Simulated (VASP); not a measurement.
# WC (P-6m2) in VASP: single point with PBEsol

Aim: the single point of WC with PBEsol.

All numbers are computed with VASP 6.6.1; they aren't measurements. Logs are shortened: lines on timing, memory, paths and dates and some standing lists are left out, and cuts for length are marked.

### Step 1. The cell of the first run

Symmetry: P-6m2, No. 187, hexagonal system. Conventional cell: a = 2.901 Å, b = 2.901 Å, c = 2.716 Å, α = 90.00°, β = 90.00°, γ = 120.00°. Within 3.0 Å of W (site symmetry -6m2) lie 6 C at 2.16 Å and 8 W at 2.72 to 2.90 Å. Within 3.0 Å of C (site symmetry -6m2) lie 6 W at 2.16 Å and 8 C at 2.72 to 2.90 Å.

### Step 2. Single point, PBEsol (strain +0.000 along x and y, -0.040 along z)

File INCAR:

```
  PREC = Accurate
  ENCUT = 520
  EDIFF = 1E-7
  ISMEAR = 0
  SIGMA = 0.15
  LREAL = False
  LASPH = True
  NELM = 80
  ALGO = Normal
  ISIF = 2
  LWAVE = False
  LCHARG = False
  GGA = PS
  NBANDS = 16
```

File KPOINTS:

```
Automatic mesh
0
Gamma
  18 18 16
```

File POSCAR:

```
WC
1.0
    2.9005014360      0.0000000000      0.0000000000
   -1.4502507180      2.5119079273      0.0000000000
    0.0000000000      0.0000000000      2.7158400000
W C
1 1
Direct
    0.0000000000      0.0000000000      0.0000000000
    0.6666666667      0.3333333333      0.5000000000
```

Potentials or basis: VASP PAW PBE potentials, release 64 (W_sv, C).

Run with:

```console
$ cat potpaw_PBE.64/W_sv/POTCAR potpaw_PBE.64/C/POTCAR > POTCAR
$ mpirun -np 1 vasp_std > vasp.out
```

OUTCAR:

```text
PREC = Accurate
   ENCUT = 520
   EDIFF = 1E-7
   ISMEAR = 0
   LREAL = False
   LASPH = True
   NELM = 80
   ISIF = 2
   GGA = PS

 ion  position               nearest neighbor table
   1  0.000  0.000  0.000-   2 2.16   2 2.16   2 2.16   2 2.16   2 2.16   2 2.16
   2  0.667  0.333  0.500-   1 2.16   1 2.16   1 2.16   1 2.16   1 2.16   1 2.16

  LATTYP: Found a hexagonal cell.
 ALAT       =     2.9005014360
 C/A-ratio  =     0.9363346511

  Lattice vectors:

 A1 = (   2.9005014360,   0.0000000000,   0.0000000000)
 A2 = (  -1.4502507180,   2.5119079273,   0.0000000000)
 A3 = (   0.0000000000,   0.0000000000,   2.7158400000)

Analysis of symmetry for initial positions (statically):
=====================================================================
 Subroutine PRICEL returns:
 Original cell was already a primitive cell.

 Routine SETGRP: Setting up the symmetry group for a
 hexagonal supercell.

 Subroutine GETGRP returns: Found 12 space group operations
 (whereof 12 operations were pure point group operations)
 out of a pool of 24 trial point group operations.

The static configuration has the point symmetry D_3h.

Analysis of symmetry for dynamics (positions and initial velocities):
=====================================================================
 Subroutine PRICEL returns:
 Original cell was already a primitive cell.

 Routine SETGRP: Setting up the symmetry group for a
 hexagonal supercell.

 Subroutine GETGRP returns: Found 12 space group operations
 (whereof 12 operations were pure point group operations)
 out of a pool of 24 trial point group operations.

The dynamic configuration has the point symmetry D_3h.

 Subroutine INISYM returns: Found 12 space group operations
 (whereof 12 operations are pure point group operations),
 and found     1 'primitive' translations

----------------------------------------------------------------------------------------

                                     Primitive cell

  volume of cell :      19.7870

  direct lattice vectors                    reciprocal lattice vectors
     2.900501436  0.000000000  0.000000000     0.344767973  0.199051882  0.000000000
    -1.450250718  2.511907927  0.000000000     0.000000000  0.398103764  0.000000000
     0.000000000  0.000000000  2.715840000     0.000000000  0.000000000  0.368210204

  length of vectors
     2.900501436  2.900501436  2.715840000     0.398103764  0.398103764  0.368210204

  position of ions in fractional coordinates (direct lattice)
     0.000000000  0.000000000  0.000000000
     0.666666667  0.333333333  0.500000000

  ion indices of the primitive-cell ions
   primitive index   ion index
                 1           1
                 2           2

----------------------------------------------------------------------------------------

 KPOINTS: Automatic mesh

Automatic generation of k-mesh.
 Grid dimensions read from file:
 generate k-points for:   18   18   16

 Generating k-lattice:

  Cartesian coordinates                     Fractional coordinates (reciprocal lattice)
     0.019153776  0.011058438  0.000000000     0.055555556  0.000000000  0.000000000
     0.000000000  0.022116876  0.000000000     0.000000000  0.055555556  0.000000000
     0.000000000  0.000000000  0.023013138     0.000000000  0.000000000  0.062500000

  Length of vectors
     0.022116876  0.022116876  0.023013138

  Shift w.r.t. Gamma in fractional coordinates (k-lattice)
     0.000000000  0.000000000  0.000000000

 Subroutine IBZKPT returns following result:
 ===========================================

 Found    333 irreducible k-points:

 Following reciprocal coordinates:
            Coordinates               Weight
  0.000000  0.000000  0.000000      1.000000
  0.055556 -0.000000  0.000000      6.000000
  0.111111 -0.000000  0.000000      6.000000
  0.166667  0.000000  0.000000      6.000000
  0.222222 -0.000000  0.000000      6.000000
  0.277778  0.000000  0.000000      6.000000
[... 16 lines left out ...]
  0.333333  0.111111  0.000000     12.000000
  0.388889  0.111111  0.000000     12.000000
 [... further k-points ...]
   k-points           NKPTS =    333   k-points in BZ     NKDIM =    333   number of bands    NBANDS=     16
   number of dos      NEDOS =    301   number of ions     NIONS =      2
   total plane-waves  NPLWV =  11520
   dimension x,y,z NGX =    24 NGY =   24 NGZ =   20
   dimension x,y,z NGXF=    48 NGYF=   48 NGZF=   40
   ions per type =               1   1
   NGX,Y,Z   is equivalent  to a cutoff of  13.76, 13.76, 12.24 a.u.
   NGXF,Y,Z  is equivalent  to a cutoff of  27.51, 27.51, 24.49 a.u.
 SYSTEM =  unknown system
   PREC   = accura    normal or accurate (medium, high low for compatibility)
   ISTART =      0    job   : 0-new  1-cont  2-samecut
   ICHARG =      2    charge: 1-file 2-atom 10-const
   ISPIN  =      1    spin polarized calculation?
   LNONCOLLINEAR =      F non collinear calculations
   LSORBIT =      F    spin-orbit coupling
   LASPH  =      T    aspherical Exc in radial PAW
   ENCUT  =  520.0 eV  38.22 Ry    6.18 a.u.   5.39  5.39  5.05*2*pi/ulx,y,z
   NELM   =     80;   NELMIN=  2; NELMDL= -5     # of ELM steps
   EDIFF  = 0.1E-06   stopping-criterion for ELM
   LREAL  =      F    real-space projection
   EDIFFG = 0.1E-05   stopping-criterion for IOM
   NSW    =      0    number of steps for IOM
   IBRION =     -1    ionic relax: 0-MD 1-quasi-New 2-CG
   NFREE  =      0    steps in history (QN), initial steepest desc. (CG)
   ISIF   =      2    stress and relaxation
   ISYM   =      2    0-nonsym 1-usesym 2-fastsym
   POTIM  = 0.5000    time-step for ionic-motion
   TEBEG  =    0.0;   TEEND  =   0.0 temperature during run
   PSTRESS=    0.0 pullay stress
   NELECT =      18.0000    total number of electrons
   NUPDOWN=      -1.0000    fix difference up-down
   EMIN   =  10.00;   EMAX   =-10.00  energy-range for DOS
   EFERMI =   0.00;   METHOD = LEGACY
   ISMEAR =     0;   SIGMA  =   0.15  broadening in eV -4-tet -1-fermi 0-gaus
   EFERMI_NEDOS =   21; number of points for ismear=-14 and -15
   IALGO  =     38    algorithm
   IMIX   =      4    mixing-type and parameters
     AMIX     =   0.40;   BMIX     =  1.00
     AMIX_MAG =   1.60;   BMIX_MAG =  1.00
  volume/ion in A,a.u.               =       9.89        66.76
  Fermi-wavevector in a.u.,A,eV,Ry     =   1.586251  2.997580 34.234889  2.516193
  Thomas-Fermi vector in A             =   2.685591
   LORBIT       =      0    0 simple, 1 ext, 2 COOP (PROOUT), +10 PAW based schemes
   GGA     = PS    functional components
   LHFCALC =     F    Hartree Fock is set to
   AEXX    =    0.0000 exact exchange contribution
   IVDW    =     0    specifies the selected vdW correction
   LEPSILON=     F    determine dielectric tensor
   LRPA    =     F    only Hartree local field effects (RPA)
 non-spin polarized calculation
 Gauss-broadening in eV      SIGMA  =   0.15
  energy-cutoff  :      520.00
  volume of cell :       19.79
 maximum number of plane-waves:       550
 NGX is ok and might be reduce to    24
   NGX = 11   NGY = 11   NGZ = 11

 number of electron      18.0000001 magnetization

 Free energy of the ion-electron system (eV)
  ---------------------------------------------------
  ext. energy  EPLUGINS =         0.00000000
  ---------------------------------------------------
  free energy    TOTEN  =       -23.78650403 eV

  energy without entropy =      -23.78252178  energy(sigma->0) =      -23.78451290

 E-fermi :  11.6723     XC(G=0): -14.1819

 val. band max:       11.6646053123   @ k =   0.0556  -0.0000   0.1875
 cond. band min:      11.6773851217   @ k =   0.0556  -0.0000   0.1250
 fundamental gap:      0.0127798094
 Fermi energy:        11.6722552203

 k-point     1 :       0.0000    0.0000    0.0000
  band No.  band energies     occupation
      1     -62.1904      2.00000
      2     -26.1210      2.00000
      3     -26.1210      2.00000
      4     -26.0632      2.00000
      5      -3.1864      2.00000
      6       7.0442      2.00000
[... 8 lines left out ...]
     15      26.7267      0.00000
     16      28.5119      0.00000

 k-point     2 :       0.0556   -0.0000    0.0000
  band No.  band energies     occupation
      1     -62.1885      2.00000
      2     -26.1489      2.00000
      3     -26.1273      2.00000
      4     -26.0598      2.00000
      5      -3.1010      2.00000
      6       7.0443      2.00000
[... 8 lines left out ...]
     15      26.4458      0.00000
     16      28.6879      0.00000

 k-point     3 :       0.1111   -0.0000    0.0000
  band No.  band energies     occupation
      1     -62.1832      2.00000
      2     -26.2287      2.00000
      3     -26.1453      2.00000
      4     -26.0499      2.00000
      5      -2.8519      2.00000
      6       6.8939      2.00000
[... 8 lines left out ...]
     15      26.0263      0.00000
     16      29.1940      0.00000

 k-point     4 :       0.1667    0.0000    0.0000
  band No.  band energies     occupation
      1     -62.1749      2.00000
      2     -26.3491      2.00000
      3     -26.1727      2.00000
      4     -26.0348      2.00000
      5      -2.4599      2.00000
      6       6.4541      2.00000
[... 8 lines left out ...]
     15      25.7698      0.00000
     16      29.9713      0.00000

 k-point     5 :       0.2222   -0.0000    0.0000
  band No.  band energies     occupation
      1     -62.1648      2.00000
      2     -26.4940      2.00000
      3     -26.2062      2.00000
      4     -26.0162      2.00000
      5      -1.9582      2.00000
      6       5.9110      2.00000
[... 8 lines left out ...]
     15      25.7943      0.00000
     16      30.8223      0.00000

 k-point     6 :       0.2778    0.0000    0.0000
  band No.  band energies     occupation
      1     -62.1540      2.00000
      2     -26.6448      2.00000
      3     -26.2415      2.00000
      4     -25.9963      2.00000
      5      -1.3911      2.00000
      6       5.3863      2.00000
[... 8 lines left out ...]
     15      26.2193      0.00000
     16      29.8623      0.00000

 k-point     7 :       0.3333    0.0000    0.0000
  band No.  band energies     occupation
      1     -62.1439      2.00000
      2     -26.7837      2.00000
      3     -26.2745      2.00000
      4     -25.9775      2.00000
      5      -0.8154      2.00000
      6       4.9372      2.00000
[... 8 lines left out ...]
     15      26.8965      0.00000
     16      28.5478      0.00000

 k-point     8 :       0.3889    0.0000    0.0000
  band No.  band energies     occupation
      1     -62.1356      2.00000
      2     -26.8949      2.00000
      3     -26.3013      2.00000
      4     -25.9622      2.00000
      5      -0.3024      2.00000
      6       4.5956      2.00000
[... 8 lines left out ...]
     15      26.3811      0.00000
     16      28.6998      0.00000

 k-point     9 :       0.4444   -0.0000    0.0000
  band No.  band energies     occupation
      1     -62.1301      2.00000
      2     -26.9666      2.00000
      3     -26.3187      2.00000
      4     -25.9522      2.00000
      5       0.0619      2.00000
      6       4.3814      2.00000
[... 8 lines left out ...]
     15      25.4329      0.00000
     16      29.5609      0.00000
[... 172 lines left out ...]
 k-point    19 :       0.1111    0.1111    0.0000
  band No.  band energies     occupation
      1     -62.1704      2.00000
      2     -26.4054      2.00000
      3     -26.1976      2.00000
      4     -26.0264      2.00000
      5      -2.2345      2.00000
      6       6.2257      2.00000
[... 8 lines left out ...]
     15      25.7644      0.00000
     16      30.1016      0.00000

 k-point    20 :       0.1667    0.1111    0.0000
  band No.  band energies     occupation
      1     -62.1609      2.00000
      2     -26.5303      2.00000
      3     -26.2396      2.00000
      4     -26.0089      2.00000
      5      -1.7470      2.00000
      6       5.7533      2.00000
[... 8 lines left out ...]
     15      25.8876      0.00000
     16      30.3646      0.00000

 k-point    21 :       0.2222    0.1111    0.0000
  band No.  band energies     occupation
      1     -62.1507      2.00000
      2     -26.6602      2.00000
      3     -26.2846      2.00000
      4     -25.9902      2.00000
      5      -1.1918      2.00000
      6       5.2969      2.00000
[... 8 lines left out ...]
     15      26.3413      0.00000
     16      29.6097      0.00000

 k-point    22 :       0.2778    0.1111    0.0000
  band No.  band energies     occupation
      1     -62.1412      2.00000
      2     -26.7799      2.00000
      3     -26.3269      2.00000
      4     -25.9726      2.00000
      5      -0.6238      2.00000
      6       4.9059      2.00000
[... 8 lines left out ...]
     15      27.0838      0.00000
     16      28.4536      0.00000

 k-point    23 :       0.3333    0.1111    0.0000
  band No.  band energies     occupation
      1     -62.1334      2.00000
      2     -26.8759      2.00000
      3     -26.3612      2.00000
      4     -25.9581      2.00000
      5      -0.1144      2.00000
      6       4.6106      2.00000
[... 8 lines left out ...]
     15      26.8586      0.00000
     16      28.5142      0.00000

 k-point    24 :       0.3889    0.1111    0.0000
  band No.  band energies     occupation
      1     -62.1283      2.00000
      2     -26.9379      2.00000
      3     -26.3835      2.00000
      4     -25.9487      2.00000
      5       0.2490      2.00000
      6       4.4283      2.00000
[... 8 lines left out ...]
     15      26.0271      0.00000
     16      29.3095      0.00000

 [... further k-points ...]

------------------------ aborting loop because EDIFF is reached ----------------------------------------

  FORCE on cell =-STRESS in cart. coord.  units (eV):
  Direction    XX          YY          ZZ          XY          YZ          ZX
  --------------------------------------------------------------------------------------
  -------------------------------------------------------------------------------------
  Total        1.1544495      1.1544495      5.6346682      0.0000000      0.0000000      0.0000000
  in kB       93.4769555     93.4769555    456.2448227      0.0000000      0.0000000      0.0000000
  external PRESSURE =     214.3995779 kB  Pullay stress =       0.0000000 kB

 VOLUME and BASIS-vectors are now :
 -----------------------------------------------------------------------------
  energy-cutoff  :      520.00
  volume of cell :       19.79
      direct lattice vectors                 reciprocal lattice vectors
     2.900501436  0.000000000  0.000000000     0.344767973  0.199051882  0.000000000
    -1.450250718  2.511907927  0.000000000     0.000000000  0.398103764  0.000000000
     0.000000000  0.000000000  2.715840000     0.000000000  0.000000000  0.368210204

 POSITION                                       TOTAL-FORCE (eV/Angst)
 -----------------------------------------------------------------------------------
      0.00000      0.00000      0.00000        -0.000000     -0.000000      0.000000
      1.45025      0.83730      1.35792         0.000000      0.000000      0.000000
 -----------------------------------------------------------------------------------
    total drift:                               -0.000000      0.000000      0.000000

  FREE ENERGIE OF THE ION-ELECTRON SYSTEM (eV)
  ---------------------------------------------------
  free  energy   TOTEN  =       -23.7865040285 eV

  energy  without entropy=      -23.7825217779  energy(sigma->0) =      -23.78451290
```

Run time: 1.7 min. Hardware: 1 thread of Intel Xeon 8259CL, shared host; peak memory 0.22 GiB.

What came out:

* Free energy: -23.7865 eV
* Pressure: 21.4 GPa
* Band gap on the k mesh: zero (bands 9 and 10 overlap by 1.53 eV)

Stress tensor (GPa, compression positive):
```
 9.35  0.00  0.00
 0.00  9.35  0.00
 0.00  0.00 45.62
```

Caveat: the cell differs from its parent crystal (strain +0.000 along x and y, -0.040 along z); the cell stands under pressure; the PAW data sets were made with another functional, which shifts forces and pressure a little; spin-orbit coupling is left out, which moves the levels of the heavy elements.
